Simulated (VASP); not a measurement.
# MgS (Pm-3m) in VASP: further runs

The runs below take MgS through single point, with PBEsol, LDA, PBE, r2SCAN.

All numbers are computed with VASP 6.6.1; they aren't measurements. Logs are shortened: lines on timing, memory, paths and dates and some standing lists are left out, and cuts for length are marked.

## 1. The cell of the first run

Symmetry: Pm-3m, No. 221, cubic system. Conventional cell: a = 3.245 Å, b = 3.245 Å, c = 3.245 Å, α = 90.00°, β = 90.00°, γ = 90.00°. Mg (site symmetry m-3m) has 8 S at 2.81 Å and 6 Mg at 3.24 Å within 3.7 Å. S (site symmetry m-3m) has 8 Mg at 2.81 Å and 6 S at 3.24 Å within 3.7 Å.

## 2. Single point, PBEsol

File INCAR:

```
SYSTEM = MgS
PREC = Accurate ; ENCUT = 520
EDIFF = 1E-6 ; ISMEAR = -1
SIGMA = 0.02 ; LREAL = .FALSE.
LASPH = .TRUE. ; NELM = 100
ALGO = Normal ; ISIF = 2
LWAVE = .FALSE. ; LCHARG = .FALSE.
GGA = PS ; NBANDS = 11
```

File KPOINTS:

```
regular mesh
0
G
  8 8 8
  0 0 0
```

File POSCAR:

```
MgS
1.0
    3.2447134606      0.0000000000      0.0000000000
    0.0000000000      3.2447134606      0.0000000000
    0.0000000000      0.0000000000      3.2447134606
Mg S
1 1
Direct
    0.0000000000      0.0000000000      0.0000000000
    0.5000000000      0.5000000000      0.5000000000
```

Potentials or basis: VASP PAW PBE potentials, release 64 (Mg, S).

On the command line:

```bash
$ cat potpaw_PBE.64/Mg/POTCAR potpaw_PBE.64/S/POTCAR > POTCAR
$ mpirun -np 1 vasp_std > vasp.out
```

OUTCAR:

```text
SYSTEM = MgS
   PREC = Accurate
   ENCUT = 520
   EDIFF = 1E-6
   ISMEAR = -1
   LREAL = .FALSE.
   LASPH = .TRUE.
   NELM = 100
   ISIF = 2
   GGA = PS

 ion  position               nearest neighbor table
   1  0.000  0.000  0.000-   2 2.81   2 2.81   2 2.81   2 2.81   2 2.81   2 2.81   2 2.81   2 2.81

   2  0.500  0.500  0.500-   1 2.81   1 2.81   1 2.81   1 2.81   1 2.81   1 2.81   1 2.81   1 2.81

  LATTYP: Found a simple cubic cell.
 ALAT       =     3.2447134606

  Lattice vectors:

 A1 = (   3.2447134606,   0.0000000000,   0.0000000000)
 A2 = (   0.0000000000,   3.2447134606,   0.0000000000)
 A3 = (   0.0000000000,   0.0000000000,   3.2447134606)

Analysis of symmetry for initial positions (statically):
=====================================================================
 Subroutine PRICEL returns:
 Original cell was already a primitive cell.

 Routine SETGRP: Setting up the symmetry group for a
 simple cubic supercell.

 Subroutine GETGRP returns: Found 48 space group operations
 (whereof 48 operations were pure point group operations)
 out of a pool of 48 trial point group operations.

The static configuration has the point symmetry O_h .

Analysis of symmetry for dynamics (positions and initial velocities):
=====================================================================
 Subroutine PRICEL returns:
 Original cell was already a primitive cell.

 Routine SETGRP: Setting up the symmetry group for a
 simple cubic supercell.

 Subroutine GETGRP returns: Found 48 space group operations
 (whereof 48 operations were pure point group operations)
 out of a pool of 48 trial point group operations.

The dynamic configuration has the point symmetry O_h .

 Subroutine INISYM returns: Found 48 space group operations
 (whereof 48 operations are pure point group operations),
 and found     1 'primitive' translations

----------------------------------------------------------------------------------------

                                     Primitive cell

  volume of cell :      34.1609

  direct lattice vectors                    reciprocal lattice vectors
     3.244713461  0.000000000  0.000000000     0.308193624  0.000000000  0.000000000
     0.000000000  3.244713461  0.000000000     0.000000000  0.308193624  0.000000000
     0.000000000  0.000000000  3.244713461     0.000000000  0.000000000  0.308193624

  length of vectors
     3.244713461  3.244713461  3.244713461     0.308193624  0.308193624  0.308193624

  position of ions in fractional coordinates (direct lattice)
     0.000000000  0.000000000  0.000000000
     0.500000000  0.500000000  0.500000000

  ion indices of the primitive-cell ions
   primitive index   ion index
                 1           1
                 2           2

----------------------------------------------------------------------------------------

 KPOINTS: regular mesh

Automatic generation of k-mesh.
 Grid dimensions read from file:
 generate k-points for:    8    8    8

 Generating k-lattice:

  Cartesian coordinates                     Fractional coordinates (reciprocal lattice)
     0.038524203  0.000000000  0.000000000     0.125000000  0.000000000  0.000000000
     0.000000000  0.038524203  0.000000000     0.000000000  0.125000000  0.000000000
     0.000000000  0.000000000  0.038524203     0.000000000  0.000000000  0.125000000

  Length of vectors
     0.038524203  0.038524203  0.038524203

  Shift w.r.t. Gamma in fractional coordinates (k-lattice)
     0.000000000  0.000000000  0.000000000

 Subroutine IBZKPT returns following result:
 ===========================================

 Found     35 irreducible k-points:

 Following reciprocal coordinates:
            Coordinates               Weight
  0.000000  0.000000  0.000000      1.000000
  0.125000  0.000000  0.000000      6.000000
  0.250000  0.000000  0.000000      6.000000
  0.375000  0.000000  0.000000      6.000000
  0.500000  0.000000  0.000000      3.000000
  0.125000  0.125000  0.000000     12.000000
[... 16 lines left out ...]
  0.375000  0.375000  0.125000     24.000000
  0.500000  0.375000  0.125000     24.000000
 [... further k-points ...]
   k-points           NKPTS =     35   k-points in BZ     NKDIM =     35   number of bands    NBANDS=     11
   number of dos      NEDOS =    301   number of ions     NIONS =      2
   total plane-waves  NPLWV =  13824
   dimension x,y,z NGX =    24 NGY =   24 NGZ =   24
   dimension x,y,z NGXF=    48 NGYF=   48 NGZF=   48
   ions per type =               1   1
   NGX,Y,Z   is equivalent  to a cutoff of  12.30, 12.30, 12.30 a.u.
   NGXF,Y,Z  is equivalent  to a cutoff of  24.59, 24.59, 24.59 a.u.
 SYSTEM =  MgS
   PREC   = accura    normal or accurate (medium, high low for compatibility)
   ISTART =      0    job   : 0-new  1-cont  2-samecut
   ICHARG =      2    charge: 1-file 2-atom 10-const
   ISPIN  =      1    spin polarized calculation?
   LNONCOLLINEAR =      F non collinear calculations
   LSORBIT =      F    spin-orbit coupling
   LASPH  =      T    aspherical Exc in radial PAW
   ENCUT  =  520.0 eV  38.22 Ry    6.18 a.u.   6.03  6.03  6.03*2*pi/ulx,y,z
   NELM   =    100;   NELMIN=  2; NELMDL= -5     # of ELM steps
   EDIFF  = 0.1E-05   stopping-criterion for ELM
   LREAL  =      F    real-space projection
   EDIFFG = 0.1E-04   stopping-criterion for IOM
   NSW    =      0    number of steps for IOM
   IBRION =     -1    ionic relax: 0-MD 1-quasi-New 2-CG
   NFREE  =      0    steps in history (QN), initial steepest desc. (CG)
   ISIF   =      2    stress and relaxation
   ISYM   =      2    0-nonsym 1-usesym 2-fastsym
   POTIM  = 0.5000    time-step for ionic-motion
   TEBEG  =    0.0;   TEEND  =   0.0 temperature during run
   PSTRESS=    0.0 pullay stress
   NELECT =       8.0000    total number of electrons
   NUPDOWN=      -1.0000    fix difference up-down
   EMIN   =  10.00;   EMAX   =-10.00  energy-range for DOS
   EFERMI =   0.00;   METHOD = LEGACY
   ISMEAR =    -1;   SIGMA  =   0.02  broadening in eV -4-tet -1-fermi 0-gaus
   EFERMI_NEDOS =   21; number of points for ismear=-14 and -15
   IALGO  =     38    algorithm
   IMIX   =      4    mixing-type and parameters
     AMIX     =   0.40;   BMIX     =  1.00
     AMIX_MAG =   1.60;   BMIX_MAG =  1.00
  volume/ion in A,a.u.               =      17.08       115.26
  Fermi-wavevector in a.u.,A,eV,Ry     =   1.009087  1.906897 13.854213  1.018256
  Thomas-Fermi vector in A             =   2.141993
   LORBIT       =      0    0 simple, 1 ext, 2 COOP (PROOUT), +10 PAW based schemes
   GGA     = PS    functional components
   LHFCALC =     F    Hartree Fock is set to
   AEXX    =    0.0000 exact exchange contribution
   IVDW    =     0    specifies the selected vdW correction
   LEPSILON=     F    determine dielectric tensor
   LRPA    =     F    only Hartree local field effects (RPA)
 non-spin polarized calculation
  energy-cutoff  :      520.00
  volume of cell :       34.16
 maximum number of plane-waves:       936
   NGX = 13   NGY = 13   NGZ = 13

 number of electron       7.9999996 magnetization

 Free energy of the ion-electron system (eV)
  ---------------------------------------------------
  ext. energy  EPLUGINS =         0.00000000
  ---------------------------------------------------
  free energy    TOTEN  =        -7.87395848 eV

  energy without entropy =       -7.87329431  energy(sigma->0) =       -7.87362639

 E-fermi :   5.6112     XC(G=0): -10.0417

 val. band max:        5.6111236309   @ k =   0.5000   0.3750   0.0000
 cond. band min:       5.7399715674   @ k =   0.5000   0.5000   0.0000
 fundamental gap:      0.1288479365
 Fermi energy:         5.6112021265

 k-point     1 :       0.0000    0.0000    0.0000
  band No.  band energies     occupation
      1      -8.5817      2.00000
      2       4.2085      2.00000
      3       4.2085      2.00000
      4       4.2085      2.00000
      5       6.4441      0.00000
      6       9.7717      0.00000
      7       9.7717      0.00000
      8      18.1803      0.00000
      9      18.1803      0.00000
     10      18.1803      0.00000
     11      18.8978      0.00000

 k-point     2 :       0.1250    0.0000    0.0000
  band No.  band energies     occupation
      1      -8.4412      2.00000
      2       2.8157      2.00000
      3       4.3056      2.00000
      4       4.3056      2.00000
      5       7.2007      0.00000
      6       9.9860      0.00000
      7      10.8025      0.00000
      8      16.5687      0.00000
      9      16.5687      0.00000
     10      17.5759      0.00000
     11      19.0772      0.00000

 k-point     3 :       0.2500    0.0000    0.0000
  band No.  band energies     occupation
      1      -8.0587      2.00000
      2       0.8310      2.00000
      3       4.5598      2.00000
      4       4.5598      2.00000
      5       8.0421      0.00000
      6      10.6239      0.00000
      7      12.5069      0.00000
      8      14.7549      0.00000
      9      14.7549      0.00000
     10      17.2233      0.00000
     11      17.6730      0.00000

 k-point     4 :       0.3750    0.0000    0.0000
  band No.  band energies     occupation
      1      -7.5864      2.00000
      2      -0.6941      2.00000
      3       4.8500      2.00000
      4       4.8500      2.00000
      5       8.8867      0.00000
      6      11.6549      0.00000
      7      12.4352      0.00000
      8      13.4538      0.00000
      9      13.4538      0.00000
     10      15.3832      0.00000
     11      19.3848      0.00000
[... 239 lines left out ...]
 k-point    22 :       0.5000    0.2500    0.1250
  band No.  band energies     occupation
      1      -6.7866      2.00000
      2      -0.4700      2.00000
      3       2.3727      2.00000
      4       4.4108      2.00000
      5       7.7738      0.00000
      6      10.7355      0.00000
      7      11.7968      0.00000
      8      14.7441      0.00000
      9      16.1615      0.00000
     10      16.2309      0.00000
     11      18.5830      0.00000

 k-point    23 :       0.3750    0.3750    0.1250
  band No.  band energies     occupation
      1      -6.5994      2.00000
      2       0.5455      2.00000
      3       0.8712      2.00000
      4       4.5852      2.00000
      5       6.6813      0.00000
      6      11.2722      0.00000
      7      11.9281      0.00000
      8      13.9790      0.00000
      9      16.6538      0.00000
     10      17.0521      0.00000
     11      17.9396      0.00000

 k-point    24 :       0.5000    0.3750    0.1250
  band No.  band energies     occupation
      1      -6.4043      2.00000
      2       0.1661      2.00000
      3       1.0371      2.00000
      4       4.7581      2.00000
      5       5.9863      0.00000
      6      11.3054      0.00000
      7      11.8412      0.00000
      8      14.2568      0.00000
      9      16.3796      0.00000
     10      17.2773      0.00000
     11      17.2924      0.00000

 [... further k-points ...]

------------------------ aborting loop because EDIFF is reached ----------------------------------------

  FORCE on cell =-STRESS in cart. coord.  units (eV):
  Direction    XX          YY          ZZ          XY          YZ          ZX
  --------------------------------------------------------------------------------------
  -------------------------------------------------------------------------------------
  Total       -0.0553502     -0.0553502     -0.0553502      0.0000000      0.0000000     -0.0000000
  in kB       -2.5959786     -2.5959786     -2.5959786      0.0000000      0.0000000     -0.0000000
  external PRESSURE =      -2.5959786 kB  Pullay stress =       0.0000000 kB

 VOLUME and BASIS-vectors are now :
 -----------------------------------------------------------------------------
  energy-cutoff  :      520.00
  volume of cell :       34.16
      direct lattice vectors                 reciprocal lattice vectors
     3.244713461  0.000000000  0.000000000     0.308193624  0.000000000  0.000000000
     0.000000000  3.244713461  0.000000000     0.000000000  0.308193624  0.000000000
     0.000000000  0.000000000  3.244713461     0.000000000  0.000000000  0.308193624

 POSITION                                       TOTAL-FORCE (eV/Angst)
 -----------------------------------------------------------------------------------
      0.00000      0.00000      0.00000         0.000000      0.000000      0.000000
      1.62236      1.62236      1.62236         0.000000      0.000000      0.000000
 -----------------------------------------------------------------------------------
    total drift:                               -0.000000     -0.000000     -0.000000

  FREE ENERGIE OF THE ION-ELECTRON SYSTEM (eV)
  ---------------------------------------------------
  free  energy   TOTEN  =        -7.8739584778 eV

  energy  without entropy=       -7.8732943100  energy(sigma->0) =       -7.87362639
```

Run time: 14 s. Hardware: 1 thread of Intel Xeon 8259CL, shared host; peak memory 0.14 GiB.

What came out:

```yaml
Free_energy: -7.8740 eV
Pressure: -0.3 GPa
Band_gap_on_the_k_mesh: zero (bands 4 and 5 overlap by 0.37 eV)
```

Caveat: semilocal functionals underestimate gaps, so a narrow gap can read as zero; the PAW data sets were made with another functional, which shifts forces and pressure a little.

(Continued in part 2 of 2.)
